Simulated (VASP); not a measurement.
# PtSe2 (Fm-3m) in VASP: settings compared, part 2 of 2

VASP 6.6.1. Earlier steps stand in the parts before.

## 4. Relaxation of cell and atoms, PBEsol

This run uses another cell than the first one, of 22.73 Å³/atom.

File INCAR:

```
SYSTEM = PtSe2
  PREC = Accurate
  ENCUT = 600
  EDIFF = 1E-6
  ISMEAR = -1
  SIGMA = 0.03
  LREAL = .False.
  LASPH = .True.
  NELM = 100
  ALGO = Normal
  ISIF = 3
  LWAVE = .False.
  LCHARG = .False.
  GGA = PS
  IBRION = 2
  NSW = 100
  EDIFFG = -0.01
```

File KPOINTS:

```
regular mesh
0
Gamma
  6 6 6
  0 0 0
```

File POSCAR:

```
PtSe2
1.0
    0.0000000000      3.2424385794      3.2424385794
    3.2424385794      0.0000000000      3.2424385794
    3.2424385794      3.2424385794      0.0000000000
Pt Se
1 2
Direct
    0.0000000000      0.0000000000      0.0000000000
    0.2500000000      0.2500000000      0.2500000000
    0.7500000000      0.7500000000      0.7500000000
```

Potentials or basis: VASP PAW PBE potentials, release 64 (Pt, Se).

On the command line:

```bash
$ cat potpaw_PBE.64/Pt/POTCAR potpaw_PBE.64/Se/POTCAR > POTCAR
$ mpirun -np 1 vasp_std > vasp.out
```

OUTCAR:

```text
SYSTEM = PtSe2
   PREC = Accurate
   ENCUT = 600
   EDIFF = 1E-6
   ISMEAR = -1
   LREAL = .False.
   LASPH = .True.
   NELM = 100
   ISIF = 3
   GGA = PS
   IBRION = 2
   NSW = 100
   EDIFFG = -0.01

 ion  position               nearest neighbor table
   1  0.000  0.000  0.000-   3 2.81   3 2.81   3 2.81   2 2.81   3 2.81   2 2.81   2 2.81   2 2.81

   2  0.250  0.250  0.250-   1 2.81   1 2.81   1 2.81   1 2.81
   3  0.750  0.750  0.750-   1 2.81   1 2.81   1 2.81   1 2.81

  LATTYP: Found a face centered cubic cell.
 ALAT       =     6.4848771588

  Lattice vectors:

 A1 = (   0.0000000000,   3.2424385794,   3.2424385794)
 A2 = (   3.2424385794,   0.0000000000,   3.2424385794)
 A3 = (   3.2424385794,   3.2424385794,   0.0000000000)

Analysis of symmetry for initial positions (statically):
=====================================================================
 Subroutine PRICEL returns:
 Original cell was already a primitive cell.

 Routine SETGRP: Setting up the symmetry group for a
 face centered cubic supercell.

 Subroutine GETGRP returns: Found 48 space group operations
 (whereof 48 operations were pure point group operations)
 out of a pool of 48 trial point group operations.

The static configuration has the point symmetry O_h .

Analysis of symmetry for dynamics (positions and initial velocities):
[... 148 lines left out ...]
  ---------------------------------------------------
  ext. energy  EPLUGINS =         0.00000000
  ---------------------------------------------------
  free energy    TOTEN  =       -14.14231234 eV

  energy without entropy =      -14.12947244  energy(sigma->0) =      -14.13589239

 E-fermi :   5.3613     XC(G=0): -10.3350

 val. band max:        5.2740970430   @ k =   0.5000   0.3333   0.0000
 cond. band min:       5.3635185172   @ k =   0.1667   0.0000   0.0000
 fundamental gap:      0.0894214742
 Fermi energy:         5.3612620871

 k-point     1 :       0.0000    0.0000    0.0000
  band No.  band energies     occupation
      1      -9.9122      2.00000
      2      -6.7696      2.00000
      3      -0.6043      2.00000
      4      -0.6043      2.00000
      5      -0.6043      2.00000
      6       2.0133      2.00000
      7       2.0133      2.00000
      8       4.2111      2.00000
      9       4.2111      2.00000
     10       4.2111      2.00000
     11       5.3781      0.72713
     12       5.3781      0.72711
     13       5.3781      0.72711
     14       6.3217      0.00000
[... 379 lines left out ...]
--------------------------------------- Ionic step        4  -------------------------------------------

 number of electron      21.9999999 magnetization

 Free energy of the ion-electron system (eV)
  ---------------------------------------------------
  ext. energy  EPLUGINS =         0.00000000
  ---------------------------------------------------
  free energy    TOTEN  =       -14.51053351 eV

  energy without entropy =      -14.49846754  energy(sigma->0) =      -14.50450053

 E-fermi :   7.2254     XC(G=0): -10.9783

 val. band max:        7.2129336959   @ k =   0.1667   0.0000   0.0000
 cond. band min:       7.2498815206   @ k =   0.1667   0.1667   0.0000
 fundamental gap:      0.0369478248
 Fermi energy:         7.2253822955

 k-point     1 :       0.0000    0.0000    0.0000
  band No.  band energies     occupation
      1      -9.2606      2.00000
      2      -5.0600      2.00000
      3       0.0770      2.00000
      4       0.0770      2.00000
      5       0.0770      2.00000
      6       3.0619      2.00000
      7       3.0619      2.00000
      8       5.8334      2.00000
      9       5.8334      2.00000
     10       5.8334      2.00000
     11       7.2762      0.31031
     12       7.2762      0.31030
     13       7.2762      0.31030
     14       8.8863      0.00000
[... 299 lines left out ...]
  FREE ENERGIE OF THE ION-ELECTRON SYSTEM (eV)
  ---------------------------------------------------
  free  energy   TOTEN  =       -14.5105335077 eV

  energy  without entropy=      -14.4984675441  energy(sigma->0) =      -14.50450053

 reached required accuracy - stopping structural energy minimisation
```

OSZICAR:

```text
N       E                     dE             d eps       ncg     rms          rms(c)
DAV:   1     0.123817363069E+03    0.12382E+03   -0.10920E+04   480   0.144E+03
DAV:   2    -0.822272532691E+01   -0.13204E+03   -0.12894E+03   599   0.244E+02
DAV:   3    -0.146157766709E+02   -0.63931E+01   -0.63057E+01   607   0.539E+01
[... 36 lines left out ...]
DAV:   1    -0.145117270187E+02   -0.14059E-02   -0.21628E-02   508   0.129E+00    0.234E-01
DAV:   2    -0.145110320271E+02    0.69499E-03   -0.79593E-03   508   0.830E-01    0.212E-01
DAV:   3    -0.145105775056E+02    0.45452E-03   -0.12402E-03   501   0.348E-01    0.561E-02
DAV:   4    -0.145105338355E+02    0.43670E-04   -0.28577E-04   487   0.962E-02    0.179E-02
DAV:   5    -0.145105335077E+02    0.32783E-06   -0.71741E-06   543   0.225E-02
   4 F= -.14510534E+02 E0= -.14504501E+02  d E =-.368221E+00
```

It took 2.1 min on 1 thread of Intel Xeon 8259CL, shared host; peak memory 0.25 GiB.

What came out:

| Item | Value |
| --- | --- |
| Free energy | -14.5105 eV |
| Relaxed volume | 19.88 Å³/atom |
| Relaxed cell | a = 4.385 Å, b = 4.385 Å, c = 4.385 Å, α = 60.00°, β = 60.00°, γ = 60.00° |
| Space group after relaxing (to 0.1 Å) | Fm-3m (No. 225) |
| Energy gained by relaxing | 122.7 meV/atom |
| Ionic steps | 4 |
| Pressure after relaxing | 0.0 GPa |
| Band gap on the k mesh | zero (bands 11 and 12 overlap by 0.51 eV) |

Step by step:
| step | energy change (eV) | largest force (eV/Å) | pressure (GPa) | volume (Å³) |
| --- | --- | --- | --- | --- |
| 1 | 0.0000 | 0.0000 | -12.10 | 68.18 |
| 2 | 0.0367 | 0.0000 | 20.83 | 52.60 |
| 3 | -0.3680 | 0.0000 | -0.38 | 59.80 |
| 4 | -0.3682 | 0.0000 | -0.03 | 59.64 |

Final structure:
```
Pt Se
1.0
     0.00000    3.10094    3.10094
     3.10094    0.00000    3.10094
     3.10094    3.10094    0.00000
Pt Se
1 2
Direct
  0.00000 0.00000 0.00000
  0.25000 0.25000 0.25000
  0.75000 0.75000 0.75000
```

Caveat: the PAW data sets were made with another functional, which shifts forces and pressure a little; spin-orbit coupling is left out, which moves the levels of the heavy elements.

## 5. Relaxation of cell and atoms, r2SCAN+rVV10

File POSCAR:

```
PtSe2
1.0
    0.0000000000      3.1000960154      3.1000960154
    3.1000960154      0.0000000000      3.1000960154
    3.1000960154      3.1000960154      0.0000000000
Pt Se
1 2
Direct
    0.0000000000      0.0000000000      0.0000000000
    0.2500000000      0.2500000000      0.2500000000
    0.7500000000      0.7500000000      0.7500000000
```

File INCAR.step1:

```
SYSTEM = PtSe2
PREC = Accurate
ENCUT = 600
ISMEAR = -1
SIGMA = 0.03
LREAL = .FALSE.
LASPH = .TRUE.
NELM = 100
GGA = PE
ALGO = Normal
EDIFF = 1E-4
LWAVE = .TRUE.
LCHARG = .FALSE.
```

File INCAR.step2:

```
SYSTEM = PtSe2
PREC = Accurate
ENCUT = 600
EDIFF = 1E-6
ISMEAR = -1
SIGMA = 0.03
LREAL = .FALSE.
LASPH = .TRUE.
NELM = 100
ALGO = Normal
ISIF = 3
LWAVE = .FALSE.
LCHARG = .FALSE.
METAGGA = R2SCAN
LMIXTAU = .TRUE.
LUSE_VDW = .TRUE.
IVDW_NL = 2
BPARAM = 11.95
CPARAM = 0.0093
IBRION = 2
NSW = 100
EDIFFG = -0.01
ISTART = 1
```

File KPOINTS:

```
Automatic mesh
0
G
  6 6 6
  0 0 0
```

On the command line:

```bash
$ cat potpaw_PBE.64/Pt/POTCAR potpaw_PBE.64/Se/POTCAR > POTCAR
$ cp INCAR.step1 INCAR
$ mpirun -np 1 vasp_std > vasp.out
$ cp INCAR.step2 INCAR
$ mpirun -np 1 vasp_std > vasp.out
```

Run time: 8.3 min. Hardware: 1 thread of Intel Xeon 8259CL, shared host; peak memory 0.4 GiB.

The run converged. Its results:

| Quantity | Value |
| --- | --- |
| Free energy | -79.2101 eV |
| Relaxed volume | 20.28 Å³/atom |
| Relaxed cell | a = 4.415 Å, b = 4.415 Å, c = 4.415 Å, α = 60.00°, β = 60.00°, γ = 60.00° |
| Space group after relaxing (to 0.1 Å) | Fm-3m (No. 225) |
| Energy gained by relaxing | 3.4 meV/atom |
| Ionic steps | 3 |
| Pressure after relaxing | 0.0 GPa |
| Band gap on the k mesh | zero (bands 11 and 12 overlap by 0.43 eV) |

Step by step:
```tsv
step	energy change (eV)	largest force (eV/Å)	pressure (GPa)	volume (Å³)
1	0.0000	0.0000	2.66	59.59
2	0.0054	0.0000	-2.98	62.48
3	-0.0102	0.0000	0.00	60.85
```

Final structure:
```
Pt Se
1.0
     0.00000    3.12187    3.12187
     3.12187    0.00000    3.12187
     3.12187    3.12187    0.00000
Pt Se
1 2
Direct
  0.00000 0.00000 0.00000
  0.25000 0.25000 0.25000
  0.75000 0.75000 0.75000
```

Levels at points of the mesh, in eV from the Fermi level:
```
           k point  band 7  band 8  band 9  band 10  band 11  band 12  band 13  band 14  band 15
(0.00, 0.00, 0.00)   -4.22   -1.47   -1.47    -1.47     0.05     0.05     0.05     2.01     3.43
(0.50, 0.00, 0.00)   -4.07   -4.02   -4.02    -3.94    -2.62     0.17     0.17     4.68     6.37
(0.50, 0.50, 0.00)   -4.98   -4.12   -3.87    -2.81     0.42     1.33     1.33     1.82     6.91
```

Caveat: the PAW data sets were made with another functional, which shifts forces and pressure a little; spin-orbit coupling is left out, which moves the levels of the heavy elements.

## 6. Summary

```csv
task,level,cell,cutoff (eV),gap on the mesh (eV),pressure (GPa),relaxed volume (Å³/atom)
single point,PBEsol,"a = 4.384 Å, angles 60.0°, 3 atoms",520,none,0.0,-
single point,r2SCAN+rVV10,"a = 4.410 Å, angles 60.0°, 3 atoms",520,none,0.4,-
relaxation of cell and atoms,PBEsol,"relaxed from a = 4.586 Å, angles 60.0°, 3 atoms",600,none,0.0,19.88
relaxation of cell and atoms,r2SCAN+rVV10,"relaxed from a = 4.384 Å, angles 60.0°, 3 atoms",600,none,0.0,20.28
```

Alike in all rows: potentials or basis VASP PAW PBE potentials, release 64 (Pt, Se); no spin polarisation; k mesh 6 × 6 × 6; smearing fermi-dirac 0.03 eV.

Caveats: the PAW data sets were made with another functional, which shifts forces and pressure a little; spin-orbit coupling is left out, which moves the levels of the heavy elements.

Total energies depend on the potentials used, so only differences within one code and one set of settings carry meaning.
